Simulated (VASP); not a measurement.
Wanted: the native input for a VASP 6.6.1 run.

* Task: single point
* Functional: PBEsol
* Potentials or basis: VASP PAW PBE potentials, release 64 (Ga_d)
* Cutoff: 520 eV
* k mesh: 16 × 16 × 16
* Occupations: fermi-dirac, width 0.05 eV
* Spin: no spin polarisation
* Dipole correction: no
* Further INCAR settings: ALGO = Normal; EDIFF = 1e-06; NBANDS = 12

The structure of Ga lies in POSCAR:

```
Ga
1.0
   -1.5636257608      1.5636257608      1.5636257608
    1.5636257608     -1.5636257608      1.5636257608
    1.5636257608      1.5636257608     -1.5636257608
Ga
1
Direct
    0.0000000000      0.0000000000      0.0000000000
```

This cell differs from its parent crystal: volume scaled by 0.85.

These files were run (other wordings do the same):

INCAR

```
ALGO     = Normal         # electronic algorithm
EDIFF    = 1E-6           # SCF threshold, eV
ENCUT    = 520            # plane-wave cutoff, eV
GGA      = PS             # functional
ISIF     = 2              # what is computed and relaxed
ISMEAR   = -1             # smearing method
LASPH    = T              # aspherical terms in the spheres
LCHARG   = T              # write CHGCAR
LELF     = T              # ELF
LREAL    = F              # projectors in reciprocal space
LVHAR    = T            
LWAVE    = F              # write WAVECAR
NBANDS   = 12             # bands
NELM     = 80             # most SCF steps
PREC     = Accurate       # precision mode
SIGMA    = 0.05           # smearing width, eV
```

KPOINTS

```
k-points
0
Gamma
  16 16 16
```

Potentials or basis: VASP PAW PBE potentials, release 64 (Ga_d).

Command:

```sh
$ cat potpaw_PBE.64/Ga_d/POTCAR > POTCAR
$ mpirun -np 1 vasp_std > vasp.out
```

Results of the run:

| Property | Result |
| --- | --- |
| Pressure | 14.1 GPa |

Caveat: the PAW data sets were made with another functional, which shifts forces and pressure a little.

Run time: 12 s on 1 thread of Intel(R) Xeon(R) Platinum 8488C (Sapphire Rapids), on a shared host, peak memory 0.14 GiB.
